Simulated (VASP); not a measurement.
# Ta (Fd-3m) in VASP: a series of runs, part 2 of 2

VASP 6.6.1. The steps go on from the part before.

### 5 Single point, RPBE

This run uses another cell than the first one, of 29.25 Å³/atom.

INCAR

```
SYSTEM = Ta
  PREC = Accurate
  ENCUT = 520
  EDIFF = 1E-6
  ISMEAR = -1
  SIGMA = 0.1
  LREAL = .FALSE.
  LASPH = .TRUE.
  NELM = 100
  ALGO = Normal
  ISIF = 2
  LWAVE = .FALSE.
  LCHARG = .FALSE.
  GGA = RP
  NBANDS = 18
```

KPOINTS

```
regular mesh
0
G
  15 15 15
  0 0 0
```

POSCAR

```
Ta
1.0
    0.0000000000      3.0809512905      3.0809512905
    3.0809512905      0.0000000000      3.0809512905
    3.0809512905      3.0809512905      0.0000000000
Ta
2
Direct
    0.1250000000      0.1250000000      0.1250000000
    0.8750000000      0.8750000000      0.8750000000
```

Potentials or basis: VASP PAW PBE potentials, release 64 (Ta_pv).

Started as:

```console
cat potpaw_PBE.64/Ta_pv/POTCAR > POTCAR
mpirun -np 1 vasp_std > vasp.out
```

OUTCAR:

```text
SYSTEM = Ta
   PREC = Accurate
   ENCUT = 520
   EDIFF = 1E-6
   ISMEAR = -1
   LREAL = .FALSE.
   LASPH = .TRUE.
   NELM = 100
   ISIF = 2
   GGA = RP

 ion  position               nearest neighbor table
   1  0.125  0.125  0.125-   2 2.67   2 2.67   2 2.67   2 2.67
   2  0.875  0.875  0.875-   1 2.67   1 2.67   1 2.67   1 2.67

  LATTYP: Found a face centered cubic cell.
 ALAT       =     6.1619025810

  Lattice vectors:

 A1 = (   0.0000000000,   3.0809512905,   3.0809512905)
[... 191 lines left out ...]
      5     -31.5105      2.00000
      6     -31.5105      2.00000
[... 481 lines left out ...]
      5     -31.4622      2.00000
      6     -31.4618      2.00000
[... 10 lines left out ...]
     17       7.7341      0.00000
     18      11.2018      0.00000

 [... further k-points ...]
[... 5 lines left out ...]
  --------------------------------------------------------------------------------------
  -------------------------------------------------------------------------------------
  Total       -0.0048282     -0.0048282     -0.0048282      0.0000000      0.0000000      0.0000000
  in kB       -0.1322539     -0.1322539     -0.1322539      0.0000000      0.0000000      0.0000000
  external PRESSURE =      -0.1322539 kB  Pullay stress =       0.0000000 kB

 VOLUME and BASIS-vectors are now :
 -----------------------------------------------------------------------------
  energy-cutoff  :      520.00
  volume of cell :       58.49
      direct lattice vectors                 reciprocal lattice vectors
     0.000000000  3.080951290  3.080951290    -0.162287538  0.162287538  0.162287538
     3.080951290  0.000000000  3.080951290     0.162287538 -0.162287538  0.162287538
     3.080951290  3.080951290  0.000000000     0.162287538  0.162287538 -0.162287538

 POSITION                                       TOTAL-FORCE (eV/Angst)
 -----------------------------------------------------------------------------------
      0.77024      0.77024      0.77024         0.000000      0.000000      0.000000
      5.39166      5.39166      5.39166        -0.000000     -0.000000     -0.000000
 -----------------------------------------------------------------------------------
    total drift:                                0.000000      0.000000     -0.000000

  FREE ENERGIE OF THE ION-ELECTRON SYSTEM (eV)
  ---------------------------------------------------
  free  energy   TOTEN  =       -17.0159566756 eV

  energy  without entropy=      -16.8817875924  energy(sigma->0) =      -16.94887213
```

OSZICAR:

```text
N       E                     dE             d eps       ncg     rms          rms(c)
DAV:   1     0.165964827451E+03    0.16596E+03   -0.12532E+04  4328   0.116E+03
DAV:   2    -0.130664794696E+02   -0.17903E+03   -0.17634E+03  5384   0.323E+02
DAV:   3    -0.172486569883E+02   -0.41822E+01   -0.40655E+01  5400   0.462E+01
DAV:   4    -0.173025411475E+02   -0.53884E-01   -0.53386E-01  5346   0.523E+00
DAV:   5    -0.173031948228E+02   -0.65368E-03   -0.65323E-03  5322   0.539E-01    0.111E+01
DAV:   6    -0.170533718830E+02    0.24982E+00   -0.55381E-01  5516   0.498E+00    0.576E+00
DAV:   7    -0.170182329073E+02    0.35139E-01   -0.19730E-01  5670   0.338E+00    0.120E+00
DAV:   8    -0.170158262860E+02    0.24066E-02   -0.19171E-02  5136   0.841E-01    0.119E-01
DAV:   9    -0.170159365557E+02   -0.11027E-03   -0.51876E-04  4892   0.164E-01    0.699E-02
DAV:  10    -0.170159565009E+02   -0.19945E-04   -0.51071E-05  5154   0.530E-02    0.401E-03
DAV:  11    -0.170159566756E+02   -0.17473E-06   -0.31563E-06  5080   0.877E-03
   1 F= -.17015957E+02 E0= -.16948872E+02  d E =-.134169E+00
```

stdout:

```text
POSCAR found type information on POSCAR Ta
 POSCAR found :  1 types and       2 ions
 scaLAPACK will be used
 -----------------------------------------------------------------------------
|                                                                             |
|                                                                             |
|     You enforced a specific xc type in the INCAR file but a different       |
|     I HOPE YOU KNOW WHAT YOU ARE DOING!                                     |
|                                                                             |
 -----------------------------------------------------------------------------

 LDA part: xc-table for (Slater+PW92), standard interpolation
 POSCAR, INCAR and KPOINTS ok, starting setup
 FFT: planning ... GRIDC
 FFT: planning ... GRID_SOFT
 FFT: planning ... GRID
 WAVECAR not read
 entering main loop
```

Run time: 100 s. Hardware: 1 thread of Intel Xeon 8259CL, shared host; peak memory 0.25 GiB.

What came out:

| Quantity | Value |
| --- | --- |
| Free energy | -17.0160 eV |
| Pressure | 0.0 GPa |
| Band gap on the k mesh | zero (bands 11 and 12 overlap by 0.75 eV) |

Caveat: the PAW data sets were made with another functional, which shifts forces and pressure a little; spin-orbit coupling is left out, which moves the levels of the heavy elements.

### 6 The runs side by side

| task | cell | k mesh | cutoff (eV) | gap on the mesh (eV) | pressure (GPa) |
| --- | --- | --- | --- | --- | --- |
| single point | a = 4.470 Å, angles 60.0°, 2 atoms | 10 × 10 × 10 | 520 | none | -4.5 |
| single point | a = 4.525 Å, angles 60.0°, 2 atoms | 10 × 10 × 10 | 520 | none | -6.2 |
| relaxation of cell and atoms | relaxed from a = 4.101 Å, angles 60.0°, 2 atoms | 9 × 9 × 9 | 600 | none | 0.0 |
| single point | a = 4.357 Å, angles 60.0°, 2 atoms | 15 × 15 × 15 | 520 | none | 0.0 |

Alike in all rows: level RPBE; potentials or basis VASP PAW PBE potentials, release 64 (Ta_pv); no spin polarisation; smearing fermi-dirac 0.1 eV.

Caveats: the PAW data sets were made with another functional, which shifts forces and pressure a little; spin-orbit coupling is left out, which moves the levels of the heavy elements; the cell stands under tension (at least some runs); the volume moved by over 15 % at a fixed basis, so the end points are rough (at least some runs).

Total energies depend on the potentials used, so only differences within one code and one set of settings carry meaning.
